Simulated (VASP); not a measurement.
# MgS (Niningerite) (Fm-3m) in VASP: notebook

MgS (Niningerite) is run at these levels: r2SCAN; tasks: single point.

All numbers are computed with VASP 6.6.1; they aren't measurements. Logs are shortened: lines on timing, memory, paths and dates and some standing lists are left out, and cuts for length are marked.

## 1. The cell of the first run

Symmetry: Fm-3m, No. 225, cubic system. Conventional cell: a = 4.812 Å, b = 4.812 Å, c = 4.812 Å, α = 90.00°, β = 90.00°, γ = 90.00°. Within 3.2 Å of Mg (site symmetry m-3m) lie 6 S at 2.41 Å. Within 3.2 Å of S (site symmetry m-3m) lie 6 Mg at 2.41 Å.

## 2. Single point, r2SCAN

POSCAR

```
MgS
1.0
    0.0000000000      2.4059473560      2.4059473560
    2.4059473560      0.0000000000      2.4059473560
    2.4059473560      2.4059473560      0.0000000000
Mg S
1 1
Direct
    0.0000000000      0.0000000000      0.0000000000
    0.5000000000      0.5000000000      0.5000000000
```

INCAR.step1

```
SYSTEM = MgS
PREC = Accurate
ENCUT = 520
ISMEAR = 0
SIGMA = 0.01
LREAL = .False.
LASPH = .True.
NELM = 100
NBANDS = 11
GGA = PE
ALGO = Normal
EDIFF = 1E-4
LWAVE = .True.
LCHARG = .False.
```

INCAR.step2

```
SYSTEM = MgS
PREC = Accurate
ENCUT = 520
EDIFF = 1E-7
ISMEAR = 0
SIGMA = 0.01
LREAL = .False.
LASPH = .True.
NELM = 100
ALGO = Normal
ISIF = 2
LWAVE = .False.
LCHARG = .False.
METAGGA = R2SCAN
LMIXTAU = .True.
NBANDS = 11
ISTART = 1
```

KPOINTS

```
regular mesh
0
Gamma
  7 7 7
  0 0 0
```

Potentials or basis: VASP PAW PBE potentials, release 64 (Mg, S).

Launch:

```bash
cat potpaw_PBE.64/Mg/POTCAR potpaw_PBE.64/S/POTCAR > POTCAR
cp INCAR.step1 INCAR
mpirun -np 1 vasp_std > vasp.out
cp INCAR.step2 INCAR
mpirun -np 1 vasp_std > vasp.out
```

OUTCAR:

```text
SYSTEM = MgS
   PREC = Accurate
   ENCUT = 520
   EDIFF = 1E-7
   ISMEAR = 0
   LREAL = .False.
   LASPH = .True.
   NELM = 100
   ISIF = 2
   METAGGA = R2SCAN
   ISTART = 1

 ion  position               nearest neighbor table
   1  0.000  0.000  0.000-   2 2.41   2 2.41   2 2.41   2 2.41   2 2.41   2 2.41
   2  0.500  0.500  0.500-   1 2.41   1 2.41   1 2.41   1 2.41   1 2.41   1 2.41

  LATTYP: Found a face centered cubic cell.
 ALAT       =     4.8118947120

  Lattice vectors:

 A1 = (   0.0000000000,   2.4059473560,   2.4059473560)
 A2 = (   2.4059473560,   0.0000000000,   2.4059473560)
 A3 = (   2.4059473560,   2.4059473560,   0.0000000000)

Analysis of symmetry for initial positions (statically):
=====================================================================
 Subroutine PRICEL returns:
 Original cell was already a primitive cell.

 Routine SETGRP: Setting up the symmetry group for a
 face centered cubic supercell.

 Subroutine GETGRP returns: Found 48 space group operations
 (whereof 48 operations were pure point group operations)
 out of a pool of 48 trial point group operations.

The static configuration has the point symmetry O_h .

Analysis of symmetry for dynamics (positions and initial velocities):
=====================================================================
 Subroutine PRICEL returns:
 Original cell was already a primitive cell.

 Routine SETGRP: Setting up the symmetry group for a
 face centered cubic supercell.

 Subroutine GETGRP returns: Found 48 space group operations
 (whereof 48 operations were pure point group operations)
 out of a pool of 48 trial point group operations.

The dynamic configuration has the point symmetry O_h .

 Subroutine INISYM returns: Found 48 space group operations
 (whereof 48 operations are pure point group operations),
 and found     1 'primitive' translations

----------------------------------------------------------------------------------------

                                     Primitive cell

  volume of cell :      27.8541

  direct lattice vectors                    reciprocal lattice vectors
     0.000000000  2.405947356  2.405947356    -0.207818346  0.207818346  0.207818346
     2.405947356  0.000000000  2.405947356     0.207818346 -0.207818346  0.207818346
     2.405947356  2.405947356  0.000000000     0.207818346  0.207818346 -0.207818346

  length of vectors
     3.402523381  3.402523381  3.402523381     0.359951934  0.359951934  0.359951934

  position of ions in fractional coordinates (direct lattice)
     0.000000000  0.000000000  0.000000000
     0.500000000  0.500000000  0.500000000

[... 81 lines left out ...]
   PSTRESS=    0.0 pullay stress
   NELECT =       8.0000    total number of electrons
   NUPDOWN=      -1.0000    fix difference up-down
   EMIN   =  10.00;   EMAX   =-10.00  energy-range for DOS
   EFERMI =   0.00;   METHOD = LEGACY
   ISMEAR =     0;   SIGMA  =   0.01  broadening in eV -4-tet -1-fermi 0-gaus
   EFERMI_NEDOS =   21; number of points for ismear=-14 and -15
   IALGO  =     38    algorithm
   IMIX   =      4    mixing-type and parameters
     AMIX     =   0.40;   BMIX     =  1.00
     AMIX_MAG =   1.60;   BMIX_MAG =  1.00
  volume/ion in A,a.u.               =      13.93        93.98
  Fermi-wavevector in a.u.,A,eV,Ry     =   1.080128  2.041147 15.873608  1.166677
  Thomas-Fermi vector in A             =   2.216111
   LORBIT       =      0    0 simple, 1 ext, 2 COOP (PROOUT), +10 PAW based schemes
   METAGGA = R2SCAN    functional components
   LHFCALC =     F    Hartree Fock is set to
   AEXX    =    0.0000 exact exchange contribution
   IVDW    =     0    specifies the selected vdW correction
   LEPSILON=     F    determine dielectric tensor
   LRPA    =     F    only Hartree local field effects (RPA)
 non-spin polarized calculation
 Gauss-broadening in eV      SIGMA  =   0.01
  energy-cutoff  :      520.00
  volume of cell :       27.85
 maximum number of plane-waves:       760
 NGX is ok and might be reduce to    28
   NGX = 13   NGY = 13   NGZ = 13

 number of electron       8.0000000 magnetization

 Free energy of the ion-electron system (eV)
  ---------------------------------------------------
  ext. energy  EPLUGINS =         0.00000000
  ---------------------------------------------------
  free energy    TOTEN  =       -14.96637697 eV

  energy without entropy =      -14.96637697  energy(sigma->0) =      -14.96637697

 E-fermi :   6.0062     XC(G=0): -11.1756

 val. band max:        5.8852550630   @ k =   0.0000   0.0000   0.0000
 cond. band min:      10.0135021913   @ k =   0.4286   0.4286   0.0000
 fundamental gap:      4.1282471282
 Fermi energy:         6.0061688605

 k-point     1 :       0.0000    0.0000    0.0000
  band No.  band energies     occupation
      1      -8.9186      2.00000
      2       5.8853      2.00000
      3       5.8853      2.00000
      4       5.8853      2.00000
      5      12.7856      0.00000
      6      14.1062      0.00000
      7      14.1062      0.00000
      8      14.1062      0.00000
      9      17.0038      0.00000
     10      17.0038      0.00000
     11      19.9805      0.00000
[... 253 lines left out ...]
 k-point    20 :      -0.2857    0.4286    0.1429
  band No.  band energies     occupation
      1      -6.2530      2.00000
      2       1.2037      2.00000
      3       1.3969      2.00000
      4       3.3198      2.00000
      5      11.9746      0.00000
      6      14.3135      0.00000
      7      15.9000      0.00000
      8      16.0848      0.00000
      9      21.8270      0.00000
     10      22.2678      0.00000
     11      25.9863      0.00000

------------------------ aborting loop because EDIFF is reached ----------------------------------------

  FORCE on cell =-STRESS in cart. coord.  units (eV):
  Direction    XX          YY          ZZ          XY          YZ          ZX
  --------------------------------------------------------------------------------------
  -------------------------------------------------------------------------------------
  Total        5.1201310      5.1201310      5.1201310     -0.0000000      0.0000000     -0.0000000
  in kB      294.5122040    294.5122040    294.5122040     -0.0000000      0.0000000     -0.0000000
  external PRESSURE =     294.5122040 kB  Pullay stress =       0.0000000 kB

 VOLUME and BASIS-vectors are now :
 -----------------------------------------------------------------------------
  energy-cutoff  :      520.00
  volume of cell :       27.85
      direct lattice vectors                 reciprocal lattice vectors
     0.000000000  2.405947356  2.405947356    -0.207818346  0.207818346  0.207818346
     2.405947356  0.000000000  2.405947356     0.207818346 -0.207818346  0.207818346
     2.405947356  2.405947356  0.000000000     0.207818346  0.207818346 -0.207818346

 POSITION                                       TOTAL-FORCE (eV/Angst)
 -----------------------------------------------------------------------------------
      0.00000      0.00000      0.00000        -0.000000      0.000000      0.000000
      2.40595      2.40595      2.40595         0.000000     -0.000000     -0.000000
 -----------------------------------------------------------------------------------
    total drift:                                0.000000      0.000000      0.000000

  FREE ENERGIE OF THE ION-ELECTRON SYSTEM (eV)
  ---------------------------------------------------
  free  energy   TOTEN  =       -14.9663769705 eV

  energy  without entropy=      -14.9663769705  energy(sigma->0) =      -14.96637697
```

OUTCAR.step1:

```text
SYSTEM = MgS
   PREC = Accurate
   ENCUT = 520
   ISMEAR = 0
   LREAL = .False.
   LASPH = .True.
[... 495 lines left out ...]
      0.00000      0.00000      0.00000        -0.000000     -0.000000      0.000000
      2.40595      2.40595      2.40595         0.000000      0.000000     -0.000000
 -----------------------------------------------------------------------------------
    total drift:                                0.000000      0.000000      0.000000

  FREE ENERGIE OF THE ION-ELECTRON SYSTEM (eV)
  ---------------------------------------------------
  free  energy   TOTEN  =        -7.9024861519 eV

  energy  without entropy=       -7.9024861519  energy(sigma->0) =       -7.90248615
```

Wall time 20 s (1 thread of Intel Xeon 6975P-C (Granite Rapids), shared host); peak memory 0.16 GiB.

Results:

```
Free energy            : -14.9664 eV
Pressure               : 29.5 GPa
Band gap on the k mesh : 4.13 eV, indirect (least direct gap 6.39 eV)
```

Levels at points of the mesh, in eV from the valence-band top:
```csv
k point,band 1,band 2,band 3,band 4,band 5,band 6,band 7,band 8,band 9
"(0.00, 0.00, 0.00)",-14.80,0.00,0.00,0.00,6.90,8.22,8.22,8.22,11.12
```

Caveat: the PAW data sets were made with another functional, which shifts forces and pressure a little. A k mesh can miss the band edges.

## 3. Single point, r2SCAN

This run uses another cell than the first one, of 14.77 Å³/atom, 1.061 times its volume.

POSCAR

```
MgS
1.0
    0.0000000000      2.4535986041      2.4535986041
    2.4535986041      0.0000000000      2.4535986041
    2.4535986041      2.4535986041      0.0000000000
Mg S
1 1
Direct
    0.0000000000      0.0000000000      0.0000000000
    0.5000000000      0.5000000000      0.5000000000
```

INCAR.step1

```
PREC     = Accurate       # precision mode
ENCUT    = 520            # plane-wave cutoff, eV
ISMEAR   = 0              # smearing method
SIGMA    = 0.01           # smearing width, eV
LREAL    = False          # projectors in reciprocal space
LASPH    = True           # aspherical terms in the spheres
NELM     = 80             # most SCF steps
NBANDS   = 11             # bands
GGA      = PE             # functional
ALGO     = Normal         # electronic algorithm
EDIFF    = 1E-4           # SCF threshold, eV
LWAVE    = True           # write WAVECAR
LCHARG   = False          # write CHGCAR
```

INCAR.step2

```
PREC     = Accurate       # precision mode
ENCUT    = 520            # plane-wave cutoff, eV
EDIFF    = 1E-6           # SCF threshold, eV
ISMEAR   = 0              # smearing method
SIGMA    = 0.01           # smearing width, eV
LREAL    = False          # projectors in reciprocal space
LASPH    = True           # aspherical terms in the spheres
NELM     = 80             # most SCF steps
ALGO     = Normal         # electronic algorithm
ISIF     = 2              # what is computed and relaxed
LWAVE    = False          # write WAVECAR
LCHARG   = False          # write CHGCAR
METAGGA  = R2SCAN         # meta-GGA
LMIXTAU  = True         
NBANDS   = 11             # bands
ISTART   = 1
```

KPOINTS

```
Automatic mesh
0
Gamma
  7 7 7
```

Potentials or basis: VASP PAW PBE potentials, release 64 (Mg, S).

Launch:

```bash
cat potpaw_PBE.64/Mg/POTCAR potpaw_PBE.64/S/POTCAR > POTCAR
cp INCAR.step1 INCAR
mpirun -np 1 vasp_std > vasp.out
cp INCAR.step2 INCAR
mpirun -np 1 vasp_std > vasp.out
```

OUTCAR:

```text
PREC = Accurate
   ENCUT = 520
   EDIFF = 1E-6
   ISMEAR = 0
   LREAL = False
   LASPH = True
   NELM = 80
   ISIF = 2
   METAGGA = R2SCAN
   ISTART = 1

 ion  position               nearest neighbor table
   1  0.000  0.000  0.000-   2 2.45   2 2.45   2 2.45   2 2.45   2 2.45   2 2.45
   2  0.500  0.500  0.500-   1 2.45   1 2.45   1 2.45   1 2.45   1 2.45   1 2.45

  LATTYP: Found a face centered cubic cell.
 ALAT       =     4.9071972082

  Lattice vectors:

[... 462 lines left out ...]

  FORCE on cell =-STRESS in cart. coord.  units (eV):
  Direction    XX          YY          ZZ          XY          YZ          ZX
  --------------------------------------------------------------------------------------
  -------------------------------------------------------------------------------------
  Total        3.5811145      3.5811145      3.5811145      0.0000000      0.0000000     -0.0000000
  in kB      194.2174485    194.2174485    194.2174485      0.0000000      0.0000000     -0.0000000
  external PRESSURE =     194.2174485 kB  Pullay stress =       0.0000000 kB

 VOLUME and BASIS-vectors are now :
 -----------------------------------------------------------------------------
  energy-cutoff  :      520.00
  volume of cell :       29.54
      direct lattice vectors                 reciprocal lattice vectors
     0.000000000  2.453598604  2.453598604    -0.203782314  0.203782314  0.203782314
     2.453598604  0.000000000  2.453598604     0.203782314 -0.203782314  0.203782314
     2.453598604  2.453598604  0.000000000     0.203782314  0.203782314 -0.203782314

 POSITION                                       TOTAL-FORCE (eV/Angst)
 -----------------------------------------------------------------------------------
      0.00000      0.00000      0.00000        -0.000000     -0.000000      0.000000
      2.45360      2.45360      2.45360         0.000000      0.000000     -0.000000
 -----------------------------------------------------------------------------------
    total drift:                                0.000000      0.000000      0.000000

  FREE ENERGIE OF THE ION-ELECTRON SYSTEM (eV)
  ---------------------------------------------------
  free  energy   TOTEN  =       -15.2219600305 eV

  energy  without entropy=      -15.2219600305  energy(sigma->0) =      -15.22196003
```

Run time: 18 s. Hardware: 1 thread of Intel Xeon 6975P-C (Granite Rapids), shared host; peak memory 0.16 GiB.

Results:

```yaml
Free_energy: -15.2220 eV
Pressure: 19.4 GPa
Band_gap_on_the_k_mesh: 4.02 eV, indirect (least direct gap 6.12 eV)
```

Caveat: the PAW data sets were made with another functional, which shifts forces and pressure a little. r2SCAN opens gaps a little over a GGA but as a rule still falls short of measured ones.
